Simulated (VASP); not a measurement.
# Li (Fm-3m) in VASP: a series of runs

Aim: see how the results for Li move with the level of theory and the settings. Levels: BLYP+D3(BJ), PBEsol+D3(BJ), LDA. Tasks: single point.

Program: VASP 6.6.1. These are calculated values, not measurements. Logs are shortened: lines on timing, memory, paths and dates and some standing lists are left out, and cuts for length are marked.

### Step 1. The cell of the first run

It takes space group Fm-3m (No. 225, cubic). Conventional cell: a = 3.966 Å, b = 3.966 Å, c = 3.966 Å, α = 90.00°, β = 90.00°, γ = 90.00°. Li (site symmetry m-3m) has 12 Li at 2.80 Å within 3.7 Å.

### Step 2. Single point, BLYP+D3(BJ)

INCAR reads:

```
AGGAC = 1.0
AGGAX = 1.0
ALDAC = 0.0
ALDAX = 1.0
ALGO = Normal
EDIFF = 1E-6
ENCUT = 520
GGA = B5
ISIF = 2
ISMEAR = 1
IVDW = 12
LASPH = True
LCHARG = False
LREAL = False
LWAVE = False
NBANDS = 8
NELM = 100
PREC = Accurate
SIGMA = 0.1
VDW_A1 = 0.4298
VDW_A2 = 4.2359
VDW_S6 = 1.0
VDW_S8 = 2.6996
```

KPOINTS reads:

```
k-points
0
Gamma
  13 13 13
```

POSCAR reads:

```
Li
1.0
    0.0000000000      1.9832011805      1.9832011805
    1.9832011805      0.0000000000      1.9832011805
    1.9832011805      1.9832011805      0.0000000000
Li
1
Direct
    0.0000000000      0.0000000000      0.0000000000
```

Potentials or basis: VASP PAW PBE potentials, release 64 (Li_sv).

Run with:

```console
> cat potpaw_PBE.64/Li_sv/POTCAR > POTCAR
> mpirun -np 1 vasp_std > vasp.out
```

OUTCAR:

```text
EDIFF = 1E-6
   ENCUT = 520
   GGA = B5
   ISIF = 2
   ISMEAR = 1
   IVDW = 12
   LASPH = True
   LREAL = False
   NELM = 100
   PREC = Accurate
 IVDW          = 12

 ion  position               nearest neighbor table
   1  0.000  0.000  0.000-

  LATTYP: Found a face centered cubic cell.
 ALAT       =     3.9664023610

  Lattice vectors:

 A1 = (   0.0000000000,   1.9832011805,   1.9832011805)
 A2 = (   1.9832011805,   0.0000000000,   1.9832011805)
 A3 = (   1.9832011805,   1.9832011805,   0.0000000000)

Analysis of symmetry for initial positions (statically):
=====================================================================
 Subroutine PRICEL returns:
 Original cell was already a primitive cell.

 Routine SETGRP: Setting up the symmetry group for a
 face centered cubic supercell.

 Subroutine GETGRP returns: Found 48 space group operations
 (whereof 48 operations were pure point group operations)
 out of a pool of 48 trial point group operations.

The static configuration has the point symmetry O_h .

Analysis of symmetry for dynamics (positions and initial velocities):
=====================================================================
 Subroutine PRICEL returns:
 Original cell was already a primitive cell.

 Routine SETGRP: Setting up the symmetry group for a
 face centered cubic supercell.

 Subroutine GETGRP returns: Found 48 space group operations
 (whereof 48 operations were pure point group operations)
 out of a pool of 48 trial point group operations.

The dynamic configuration has the point symmetry O_h .

 Subroutine INISYM returns: Found 48 space group operations
 (whereof 48 operations are pure point group operations),
 and found     1 'primitive' translations

----------------------------------------------------------------------------------------

                                     Primitive cell

  volume of cell :      15.6002

  direct lattice vectors                    reciprocal lattice vectors
     0.000000000  1.983201181  1.983201181    -0.252117639  0.252117639  0.252117639
     1.983201181  0.000000000  1.983201181     0.252117639 -0.252117639  0.252117639
     1.983201181  1.983201181  0.000000000     0.252117639  0.252117639 -0.252117639

  length of vectors
     2.804670006  2.804670006  2.804670006     0.436680561  0.436680561  0.436680561

  position of ions in fractional coordinates (direct lattice)
     0.000000000  0.000000000  0.000000000

  ion indices of the primitive-cell ions
   primitive index   ion index
                 1           1

----------------------------------------------------------------------------------------

 KPOINTS: k-points

Automatic generation of k-mesh.
 Grid dimensions read from file:
 generate k-points for:   13   13   13

 Generating k-lattice:

  Cartesian coordinates                     Fractional coordinates (reciprocal lattice)
    -0.019393665  0.019393665  0.019393665     0.076923077  0.000000000  0.000000000
     0.019393665 -0.019393665  0.019393665     0.000000000  0.076923077  0.000000000
     0.019393665  0.019393665 -0.019393665     0.000000000  0.000000000  0.076923077

  Length of vectors
     0.033590812  0.033590812  0.033590812

  Shift w.r.t. Gamma in fractional coordinates (k-lattice)
     0.000000000  0.000000000  0.000000000

 Subroutine IBZKPT returns following result:
 ===========================================

 Found     84 irreducible k-points:

 Following reciprocal coordinates:
            Coordinates               Weight
  0.000000  0.000000  0.000000      1.000000
  0.076923  0.000000  0.000000      8.000000
  0.153846  0.000000  0.000000      8.000000
  0.230769  0.000000  0.000000      8.000000
  0.307692  0.000000  0.000000      8.000000
  0.384615  0.000000  0.000000      8.000000
[... 16 lines left out ...]
  0.384615  0.153846  0.000000     24.000000
  0.461538  0.153846  0.000000     24.000000
 [... further k-points ...]
   k-points           NKPTS =     84   k-points in BZ     NKDIM =     84   number of bands    NBANDS=      8
   number of dos      NEDOS =    301   number of ions     NIONS =      1
   total plane-waves  NPLWV =  13824
   dimension x,y,z NGX =    24 NGY =   24 NGZ =   24
   dimension x,y,z NGXF=    48 NGYF=   48 NGZF=   48
   ions per type =               1
   NGX,Y,Z   is equivalent  to a cutoff of  14.23, 14.23, 14.23 a.u.
   NGXF,Y,Z  is equivalent  to a cutoff of  28.45, 28.45, 28.45 a.u.
 SYSTEM =  unknown system
   PREC   = accura    normal or accurate (medium, high low for compatibility)
   ISTART =      0    job   : 0-new  1-cont  2-samecut
   ICHARG =      2    charge: 1-file 2-atom 10-const
   ISPIN  =      1    spin polarized calculation?
   LNONCOLLINEAR =      F non collinear calculations
   LSORBIT =      F    spin-orbit coupling
   LASPH  =      T    aspherical Exc in radial PAW
   ENCUT  =  520.0 eV  38.22 Ry    6.18 a.u.   5.21  5.21  5.21*2*pi/ulx,y,z
   NELM   =    100;   NELMIN=  2; NELMDL= -5     # of ELM steps
   EDIFF  = 0.1E-05   stopping-criterion for ELM
   LREAL  =      F    real-space projection
   EDIFFG = 0.1E-04   stopping-criterion for IOM
   NSW    =      0    number of steps for IOM
   IBRION =     -1    ionic relax: 0-MD 1-quasi-New 2-CG
   NFREE  =      0    steps in history (QN), initial steepest desc. (CG)
   ISIF   =      2    stress and relaxation
   ISYM   =      2    0-nonsym 1-usesym 2-fastsym
   POTIM  = 0.5000    time-step for ionic-motion
   TEBEG  =    0.0;   TEEND  =   0.0 temperature during run
   PSTRESS=    0.0 pullay stress
   NELECT =       3.0000    total number of electrons
   NUPDOWN=      -1.0000    fix difference up-down
   EMIN   =  10.00;   EMAX   =-10.00  energy-range for DOS
   EFERMI =   0.00;   METHOD = LEGACY
   ISMEAR =     1;   SIGMA  =   0.10  broadening in eV -4-tet -1-fermi 0-gaus
   EFERMI_NEDOS =   21; number of points for ismear=-14 and -15
   IALGO  =     38    algorithm
   IMIX   =      4    mixing-type and parameters
     AMIX     =   0.40;   BMIX     =  1.00
     AMIX_MAG =   1.60;   BMIX_MAG =  1.00
  volume/ion in A,a.u.               =      15.60       105.28
  Fermi-wavevector in a.u.,A,eV,Ry     =   0.944942  1.785681 12.148851  0.892915
  Thomas-Fermi vector in A             =   2.072796
   LORBIT       =      0    0 simple, 1 ext, 2 COOP (PROOUT), +10 PAW based schemes
   GGA     = B5    functional components
   LHFCALC =     F    Hartree Fock is set to
   AEXX    =    0.0000 exact exchange contribution
   IVDW    =    12    specifies the selected vdW correction
   LEPSILON=     F    determine dielectric tensor
   LRPA    =     F    only Hartree local field effects (RPA)
 non-spin polarized calculation
 Methfessel and Paxton  Order N= 1 SIGMA  =   0.10
  energy-cutoff  :      520.00
  volume of cell :       15.60
 maximum number of plane-waves:       440
 NGX is ok and might be reduce to    24
   NGX = 11   NGY = 11   NGZ = 11

 number of electron       2.9999999 magnetization

 Free energy of the ion-electron system (eV)
  ---------------------------------------------------
  ext. energy  EPLUGINS =         0.00000000
  ---------------------------------------------------
  free energy    TOTEN  =        -1.50414435 eV

  energy without entropy =       -1.50345856  energy(sigma->0) =       -1.50391575

 E-fermi :   1.8985     XC(G=0):  -7.3191

 val. band max:        1.8835771076   @ k =  -0.3846   0.1538   0.0000
 cond. band min:       1.9054482913   @ k =  -0.2308   0.3077   0.0769
 fundamental gap:      0.0218711837
 Fermi energy:         1.8985389188

 k-point     1 :       0.0000    0.0000    0.0000
  band No.  band energies     occupation
      1     -44.9661      2.00000
      2      -1.9770      2.00000
      3      18.7934      0.00000
      4      18.7934      0.00000
      5      18.7935      0.00000
      6      23.5250      0.00000
      7      23.5250      0.00000
      8      23.5250      0.00000

 k-point     2 :       0.0769    0.0000    0.0000
  band No.  band energies     occupation
      1     -44.9634      2.00000
      2      -1.8637      2.00000
      3      17.5000      0.00000
      4      18.5204      0.00000
      5      18.5205      0.00000
      6      22.5550      0.00000
      7      24.0150      0.00000
      8      24.0150      0.00000

 k-point     3 :       0.1538    0.0000    0.0000
  band No.  band energies     occupation
      1     -44.9560      2.00000
      2      -1.5234      2.00000
      3      14.8408      0.00000
      4      17.9659      0.00000
      5      17.9659      0.00000
      6      22.6642      0.00000
      7      24.8718      0.00000
      8      24.8719      0.00000

 k-point     4 :       0.2308    0.0000    0.0000
  band No.  band energies     occupation
      1     -44.9454      2.00000
      2      -0.9583      2.00000
      3      12.0755      0.00000
      4      17.4453      0.00000
      5      17.4454      0.00000
      6      23.1224      0.00000
      7      24.3317      0.00000
      8      24.3317      0.00000

 k-point     5 :       0.3077    0.0000    0.0000
  band No.  band energies     occupation
      1     -44.9342      2.00000
      2      -0.1811      2.00000
      3       9.5533      0.00000
      4      17.0762      0.00000
      5      17.0762      0.00000
      6      22.9752      0.00000
      7      23.0898      0.00000
      8      23.0898      0.00000

 k-point     6 :       0.3846    0.0000    0.0000
  band No.  band energies     occupation
      1     -44.9249      2.00000
      2       0.7474      2.00000
      3       7.4320      0.00000
      4      16.8697      0.00000
      5      16.8698      0.00000
      6      22.1025      0.00000
      7      22.1026      0.00000
      8      22.4462      0.00000

 k-point     7 :       0.4615    0.0000    0.0000
  band No.  band energies     occupation
      1     -44.9196      2.00000
      2       1.5663      2.00003
      3       6.0101      0.00000
      4      16.7883      0.00000
      5      16.7883      0.00000
      6      21.5699      0.00000
      7      21.5700      0.00000
      8      22.1225      0.00000
[... 133 lines left out ...]
 k-point    20 :       0.1538    0.1538    0.0000
  band No.  band energies     occupation
      1     -44.9526      2.00000
      2      -1.3663      2.00000
      3      15.9585      0.00000
      4      15.9585      0.00000
      5      18.8722      0.00000
      6      18.9851      0.00000
      7      21.9327      0.00000
      8      27.5168      0.00000

 k-point    21 :       0.2308    0.1538    0.0000
  band No.  band energies     occupation
      1     -44.9448      2.00000
      2      -0.9433      2.00000
      3      13.9907      0.00000
      4      15.2155      0.00000
      5      18.3828      0.00000
      6      18.9916      0.00000
      7      20.7180      0.00000
      8      28.3734      0.00000

 k-point    22 :       0.3077    0.1538    0.0000
  band No.  band energies     occupation
      1     -44.9348      2.00000
      2      -0.2910      2.00000
      3      11.4010      0.00000
      4      14.7464      0.00000
      5      17.1813      0.00000
      6      18.9720      0.00000
      7      21.6480      0.00000
      8      27.5860      0.00000

 k-point    23 :       0.3846    0.1538    0.0000
  band No.  band energies     occupation
      1     -44.9251      2.00000
      2       0.5735      2.00000
      3       8.9963      0.00000
      4      14.5699      0.00000
      5      15.9141      0.00000
      6      18.8803      0.00000
      7      23.4664      0.00000
      8      26.2979      0.00000

 k-point    24 :       0.4615    0.1538    0.0000
  band No.  band energies     occupation
      1     -44.9179      2.00000
      2       1.5668      2.00003
      3       7.0010      0.00000
      4      14.6894      0.00000
      5      14.8872      0.00000
      6      18.9170      0.00000
      7      25.1681      0.00000
      8      25.5213      0.00000

 [... further k-points ...]

------------------------ aborting loop because EDIFF is reached ----------------------------------------

 Edisp (eV)   -0.49264

 E8    (eV) :    -0.3543

  FORCE on cell =-STRESS in cart. coord.  units (eV):
  Direction    XX          YY          ZZ          XY          YZ          ZX
  --------------------------------------------------------------------------------------
  -------------------------------------------------------------------------------------
  Total      -0.00675    -0.00675    -0.00675     0.00000     0.00000     0.00000
  in kB      -0.69353    -0.69353    -0.69353     0.00000     0.00000     0.00000
  external pressure =       -0.69 kB  Pullay stress =        0.00 kB

 VOLUME and BASIS-vectors are now :
 -----------------------------------------------------------------------------
  energy-cutoff  :      520.00
  volume of cell :       15.60
      direct lattice vectors                 reciprocal lattice vectors
     0.000000000  1.983201181  1.983201181    -0.252117639  0.252117639  0.252117639
     1.983201181  0.000000000  1.983201181     0.252117639 -0.252117639  0.252117639
     1.983201181  1.983201181  0.000000000     0.252117639  0.252117639 -0.252117639

 POSITION                                       TOTAL-FORCE (eV/Angst)
 -----------------------------------------------------------------------------------
      0.00000      0.00000      0.00000         0.000000      0.000000      0.000000
 -----------------------------------------------------------------------------------
    total drift:                               -0.000000      0.000000      0.000000

  FREE ENERGIE OF THE ION-ELECTRON SYSTEM (eV)
  ---------------------------------------------------
  free  energy   TOTEN  =        -1.9967888658 eV

  energy  without entropy=       -1.9961030726  energy(sigma->0) =       -1.99656027
```

Wall time 9.4 s (1 thread of Intel Xeon 6975P-C, shared host); peak memory 0.14 GiB.

What came out:

| Property | Result |
| --- | --- |
| Free energy | -1.9968 eV |
| Dispersion energy per atom | -0.493 eV |

Levels at points of the mesh, in eV from the Fermi level:
| k point | band 1 | band 2 | band 3 | band 4 | band 5 | band 6 | band 7 |
| --- | --- | --- | --- | --- | --- | --- | --- |
| (0.00, 0.00, 0.00) | -46.86 | -3.88 | 16.89 | 16.89 | 16.89 | 21.63 | 21.63 |

Caveat: the cutoff is under 1.25 times the usual one of these potentials, so pressure, stress and relaxed cells hold a basis-set (Pulay) error; the PAW data sets were made with another functional, which shifts forces and pressure a little; pairwise dispersion overbinds metals, which lowers pressure and volume.

### Step 3. Single point, PBEsol+D3(BJ)

This run uses another cell than the first one, of 18.45 Å³/atom, 1.183 times its volume.

INCAR reads:

```
SYSTEM = Li
PREC = Accurate
ENCUT = 520
EDIFF = 1E-6
ISMEAR = 1
SIGMA = 0.1
LREAL = .False.
LASPH = .True.
NELM = 60
ALGO = Normal
ISIF = 2
LWAVE = .False.
LCHARG = .False.
GGA = PS
IVDW = 12
NBANDS = 8
```

KPOINTS reads:

```
Automatic mesh
0
Gamma
  13 13 13
  0 0 0
```

POSCAR reads:

```
Li
1.0
    0.0000000000      2.0972812400      2.0972812400
    2.0972812400      0.0000000000      2.0972812400
    2.0972812400      2.0972812400      0.0000000000
Li
1
Direct
    0.0000000000      0.0000000000      0.0000000000
```

Potentials or basis: VASP PAW PBE potentials, release 64 (Li_sv).

Run with:

```console
> cat potpaw_PBE.64/Li_sv/POTCAR > POTCAR
> mpirun -np 1 vasp_std > vasp.out
```

It took 6.5 s on 1 thread of Intel Xeon 6975P-C, shared host; peak memory 0.14 GiB.

The run converged. Its results:

* Free energy: -2.1197 eV
* Dispersion energy per atom: -0.164 eV

Levels at points of the mesh, in eV from the Fermi level:
```tsv
k point	band 1	band 2	band 3	band 4	band 5	band 6
(0.00, 0.00, 0.00)	-45.79	-3.71	15.31	15.31	15.31	19.31
```

Caveat: the cutoff is under 1.25 times the usual one of these potentials, so pressure, stress and relaxed cells hold a basis-set (Pulay) error; the PAW data sets were made with another functional, which shifts forces and pressure a little; pairwise dispersion overbinds metals, which lowers pressure and volume.

(Continued in part 2 of 2.)
